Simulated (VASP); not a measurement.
# V (Fd-3m) in VASP: further runs

Runs on V. Level: BLYP. Tasks: single point.

Everything below comes from runs of VASP 6.6.1. Logs are shortened: lines on timing, memory, paths and dates and some standing lists are left out, and cuts for length are marked.

**1. The cell of the first run**

The structure is cubic, space group Fd-3m (No. 227). The conventional cell has a = 5.185 Å, b = 5.185 Å, c = 5.185 Å, α = 90.00°, β = 90.00°, γ = 90.00°. Within 3.0 Å of V (site symmetry -43m) lie 4 V at 2.25 Å.

This isn't the form of V at room conditions, which is bcc.

**2. Single point, BLYP (17.43 Å³/atom)**

INCAR

```
PREC = Accurate
ENCUT = 520
EDIFF = 1E-7
ISMEAR = -1
SIGMA = 0.1
LREAL = F
LASPH = T
NELM = 80
ALGO = Normal
ISIF = 2
LWAVE = F
LCHARG = F
GGA = B5
ALDAX = 1.0
AGGAX = 1.0
AGGAC = 1.0
ALDAC = 0.0
NBANDS = 20
```

KPOINTS

```
regular mesh
0
Gamma
  17 17 17
```

POSCAR

```
V
1.0
    0.0000000000      2.5926156750      2.5926156750
    2.5926156750      0.0000000000      2.5926156750
    2.5926156750      2.5926156750      0.0000000000
V
2
Direct
    0.1250000000      0.1250000000      0.1250000000
    0.8750000000      0.8750000000      0.8750000000
```

Potentials or basis: VASP PAW PBE potentials, release 64 (V_sv).

The run is started by

```console
cat potpaw_PBE.64/V_sv/POTCAR > POTCAR
mpirun -np 1 vasp_std > vasp.out
```

OUTCAR:

```text
PREC = Accurate
   ENCUT = 520
   EDIFF = 1E-7
   ISMEAR = -1
   LREAL = F
   LASPH = T
   NELM = 80
   ISIF = 2
   GGA = B5

 ion  position               nearest neighbor table
   1  0.125  0.125  0.125-   2 2.25   2 2.25   2 2.25   2 2.25
   2  0.875  0.875  0.875-   1 2.25   1 2.25   1 2.25   1 2.25

  LATTYP: Found a face centered cubic cell.
 ALAT       =     5.1852313500

  Lattice vectors:

 A1 = (   0.0000000000,   2.5926156750,   2.5926156750)
 A2 = (   2.5926156750,   0.0000000000,   2.5926156750)
 A3 = (   2.5926156750,   2.5926156750,   0.0000000000)

Analysis of symmetry for initial positions (statically):
=====================================================================
 Subroutine PRICEL returns:
 Original cell was already a primitive cell.

 Routine SETGRP: Setting up the symmetry group for a
 face centered cubic supercell.

 Subroutine GETGRP returns: Found 48 space group operations
 (whereof 12 operations were pure point group operations)
 out of a pool of 48 trial point group operations.

The static configuration has the point symmetry D_3d.
 The point group associated with its full space group is O_h .

Analysis of symmetry for dynamics (positions and initial velocities):
=====================================================================
 Subroutine PRICEL returns:
 Original cell was already a primitive cell.

 Routine SETGRP: Setting up the symmetry group for a
 face centered cubic supercell.

 Subroutine GETGRP returns: Found 48 space group operations
 (whereof 12 operations were pure point group operations)
 out of a pool of 48 trial point group operations.

The dynamic configuration has the point symmetry D_3d.
 The point group associated with its full space group is O_h .

 Subroutine INISYM returns: Found 48 space group operations
 (whereof 12 operations are pure point group operations),
 and found     1 'primitive' translations

----------------------------------------------------------------------------------------

                                     Primitive cell

  volume of cell :      34.8533

  direct lattice vectors                    reciprocal lattice vectors
     0.000000000  2.592615675  2.592615675    -0.192855426  0.192855426  0.192855426
[... 73 lines left out ...]
   ions per type =               2
   NGX,Y,Z   is equivalent  to a cutoff of  12.70, 12.70, 12.70 a.u.
   NGXF,Y,Z  is equivalent  to a cutoff of  25.39, 25.39, 25.39 a.u.
 SYSTEM =  unknown system
   PREC   = accura    normal or accurate (medium, high low for compatibility)
   ISTART =      0    job   : 0-new  1-cont  2-samecut
   ICHARG =      2    charge: 1-file 2-atom 10-const
   ISPIN  =      1    spin polarized calculation?
   LNONCOLLINEAR =      F non collinear calculations
   LSORBIT =      F    spin-orbit coupling
   LASPH  =      T    aspherical Exc in radial PAW
   ENCUT  =  520.0 eV  38.22 Ry    6.18 a.u.   6.82  6.82  6.82*2*pi/ulx,y,z
   NELM   =     80;   NELMIN=  2; NELMDL= -5     # of ELM steps
   EDIFF  = 0.1E-06   stopping-criterion for ELM
   LREAL  =      F    real-space projection
   EDIFFG = 0.1E-05   stopping-criterion for IOM
   NSW    =      0    number of steps for IOM
   IBRION =     -1    ionic relax: 0-MD 1-quasi-New 2-CG
   NFREE  =      0    steps in history (QN), initial steepest desc. (CG)
   ISIF   =      2    stress and relaxation
   ISYM   =      2    0-nonsym 1-usesym 2-fastsym
   POTIM  = 0.5000    time-step for ionic-motion
   TEBEG  =    0.0;   TEEND  =   0.0 temperature during run
   PSTRESS=    0.0 pullay stress
   NELECT =      26.0000    total number of electrons
   NUPDOWN=      -1.0000    fix difference up-down
   EMIN   =  10.00;   EMAX   =-10.00  energy-range for DOS
   EFERMI =   0.00;   METHOD = LEGACY
   ISMEAR =    -1;   SIGMA  =   0.10  broadening in eV -4-tet -1-fermi 0-gaus
   EFERMI_NEDOS =   21; number of points for ismear=-14 and -15
   IALGO  =     38    algorithm
   IMIX   =      4    mixing-type and parameters
     AMIX     =   0.40;   BMIX     =  1.00
     AMIX_MAG =   1.60;   BMIX_MAG =  1.00
  volume/ion in A,a.u.               =      17.43       117.60
  Fermi-wavevector in a.u.,A,eV,Ry     =   1.484742  2.805756 29.993503  2.204460
  Thomas-Fermi vector in A             =   2.598241
   LORBIT       =      0    0 simple, 1 ext, 2 COOP (PROOUT), +10 PAW based schemes
   GGA     = B5    functional components
   LHFCALC =     F    Hartree Fock is set to
   AEXX    =    0.0000 exact exchange contribution
   IVDW    =     0    specifies the selected vdW correction
   LEPSILON=     F    determine dielectric tensor
   LRPA    =     F    only Hartree local field effects (RPA)
 non-spin polarized calculation
  energy-cutoff  :      520.00
  volume of cell :       34.85
 maximum number of plane-waves:       954
   NGX = 13   NGY = 13   NGZ = 13

 number of electron      25.9999989 magnetization

 Free energy of the ion-electron system (eV)
  ---------------------------------------------------
  ext. energy  EPLUGINS =         0.00000000
  ---------------------------------------------------
  free energy    TOTEN  =       -11.64816474 eV

  energy without entropy =      -11.50328804  energy(sigma->0) =      -11.57572639

 E-fermi :   7.3566     XC(G=0): -10.5831

 val. band max:        7.3501812230   @ k =   0.4118   0.2941   0.0000
 cond. band min:       7.3598301721   @ k =   0.2353   0.1176   0.0588
 fundamental gap:      0.0096489490
 Fermi energy:         7.3565659579

 k-point     1 :       0.0000    0.0000    0.0000
  band No.  band energies     occupation
      1     -56.0859      2.00000
      2     -55.3079      2.00000
      3     -30.3289      2.00000
      4     -30.3289      2.00000
      5     -30.3289      2.00000
      6     -29.3324      2.00000
[... 541 lines left out ...]
     19      11.3989      0.00000
     20      18.1852      0.00000

 [... further k-points ...]
[... 5 lines left out ...]
  --------------------------------------------------------------------------------------
  -------------------------------------------------------------------------------------
  Total        2.0999066      2.0999066      2.0999066      0.0000000     -0.0000000      0.0000000
  in kB       96.5308498     96.5308498     96.5308498      0.0000000     -0.0000000      0.0000000
  external PRESSURE =      96.5308498 kB  Pullay stress =       0.0000000 kB

 VOLUME and BASIS-vectors are now :
 -----------------------------------------------------------------------------
  energy-cutoff  :      520.00
  volume of cell :       34.85
      direct lattice vectors                 reciprocal lattice vectors
     0.000000000  2.592615675  2.592615675    -0.192855426  0.192855426  0.192855426
     2.592615675  0.000000000  2.592615675     0.192855426 -0.192855426  0.192855426
     2.592615675  2.592615675  0.000000000     0.192855426  0.192855426 -0.192855426

 POSITION                                       TOTAL-FORCE (eV/Angst)
 -----------------------------------------------------------------------------------
      0.64815      0.64815      0.64815         0.000000     -0.000000     -0.000000
      4.53708      4.53708      4.53708        -0.000000      0.000000      0.000000
 -----------------------------------------------------------------------------------
    total drift:                                0.000000     -0.000000     -0.000000

  FREE ENERGIE OF THE ION-ELECTRON SYSTEM (eV)
  ---------------------------------------------------
  free  energy   TOTEN  =       -11.6481647350 eV

  energy  without entropy=      -11.5032880408  energy(sigma->0) =      -11.57572639
```

Run time: 2.3 min. Hardware: 1 thread of Intel Xeon 8259CL, shared host; peak memory 0.22 GiB.

Results:

```yaml
Free_energy: -11.6482 eV
Pressure: 9.7 GPa
Band_gap_on_the_k_mesh: zero (bands 13 and 14 overlap by 1.06 eV)
```

Levels at points of the mesh, in eV from the Fermi level:
| k point | band 9 | band 10 | band 11 | band 12 | band 13 | band 14 | band 15 | band 16 | band 17 | band 18 |
| --- | --- | --- | --- | --- | --- | --- | --- | --- | --- | --- |
| (0.00, 0.00, 0.00) | -5.27 | -1.25 | -1.25 | -0.60 | -0.60 | -0.60 | 1.56 | 1.56 | 1.56 | 3.99 |

Caveat: the cell stands under pressure; the PAW data sets were made with another functional, which shifts forces and pressure a little.

**3. Single point, BLYP (18.22 Å³/atom)**

This run uses another cell than the first one, of 18.22 Å³/atom.

INCAR

```
  PREC = Accurate
  ENCUT = 520
  EDIFF = 1E-6
  ISMEAR = -1
  SIGMA = 0.1
  LREAL = False
  LASPH = True
  NELM = 60
  ALGO = Normal
  ISIF = 2
  LWAVE = False
  LCHARG = True
  GGA = B5
  ALDAX = 1.0
  AGGAX = 1.0
  AGGAC = 1.0
  ALDAC = 0.0
  LELF = True
  LVHAR = True
  NBANDS = 20
```

KPOINTS is that of step 2.

POSCAR

```
V
1.0
    0.0000000000      2.6313171371      2.6313171371
    2.6313171371      0.0000000000      2.6313171371
    2.6313171371      2.6313171371      0.0000000000
V
2
Direct
    0.1250000000      0.1250000000      0.1250000000
    0.8750000000      0.8750000000      0.8750000000
```

Potentials or basis: VASP PAW PBE potentials, release 64 (V_sv).

The run is started by

```console
cat potpaw_PBE.64/V_sv/POTCAR > POTCAR
mpirun -np 1 vasp_std > vasp.out
```

Wall time 2.2 min (1 thread of Intel Xeon 8259CL, shared host); peak memory 0.22 GiB.

Results (log left out):

```
Free energy            : -11.7250 eV
Pressure               : 5.9 GPa
Band gap on the k mesh : zero (bands 13 and 14 overlap by 0.95 eV)
```

Levels at points of the mesh, in eV from the Fermi level:
```csv
k point,band 11,band 12,band 13,band 14,band 15,band 16
"(0.00, 0.00, 0.00)",-1.13,-0.56,-0.56,-0.56,1.51,1.51
```

Caveat: the cell stands under pressure; the PAW data sets were made with another functional, which shifts forces and pressure a little.

**4. Single point, BLYP (19.01 Å³/atom)**

This run uses another cell than the first one, of 19.01 Å³/atom.

INCAR

```
SYSTEM = V
PREC = Accurate ; ENCUT = 520
EDIFF = 1E-6 ; ISMEAR = -1
SIGMA = 0.1 ; LREAL = .FALSE.
LASPH = .TRUE. ; NELM = 100
ALGO = Normal ; ISIF = 2
LWAVE = .FALSE. ; LCHARG = .FALSE.
GGA = B5 ; ALDAX = 1.0
AGGAX = 1.0 ; AGGAC = 1.0
ALDAC = 0.0 ; NBANDS = 20
```

KPOINTS

```
Automatic mesh
0
G
  17 17 17
  0 0 0
```

POSCAR

```
V
1.0
    0.0000000000      2.6689124613      2.6689124613
    2.6689124613      0.0000000000      2.6689124613
    2.6689124613      2.6689124613      0.0000000000
V
2
Direct
    0.1250000000      0.1250000000      0.1250000000
    0.8750000000      0.8750000000      0.8750000000
```

The run is started by

```console
cat potpaw_PBE.64/V_sv/POTCAR > POTCAR
mpirun -np 1 vasp_std > vasp.out
```

It took 95 s on 1 thread of Intel Xeon 8259CL, shared host; peak memory 0.23 GiB.

It converged, with:

* Free energy: -11.7680 eV
* Pressure: 2.8 GPa
* Band gap on the k mesh: zero (bands 13 and 14 overlap by 0.89 eV)

Levels at points of the mesh, in eV from the Fermi level:
```tsv
k point	band 11	band 12	band 13	band 14	band 15	band 16
(0.00, 0.00, 0.00)	-1.03	-0.53	-0.53	-0.53	1.46	1.46
```

Caveat: the PAW data sets were made with another functional, which shifts forces and pressure a little.

**5. The runs side by side**

```csv
cell,gap on the mesh (eV),pressure (GPa)
"a = 3.667 Å, angles 60.0°, 2 atoms",none,9.7
"a = 3.721 Å, angles 60.0°, 2 atoms",none,5.9
"a = 3.774 Å, angles 60.0°, 2 atoms",none,2.8
```

Alike in all rows: task single point; level BLYP; potentials or basis VASP PAW PBE potentials, release 64 (V_sv); no spin polarisation; k mesh 17 × 17 × 17; cutoff (eV) 520; smearing fermi-dirac 0.1 eV.

Caveats: the PAW data sets were made with another functional, which shifts forces and pressure a little; the cell stands under pressure (at least some runs).

Total energies depend on the potentials used, so only differences within one code and one set of settings carry meaning.
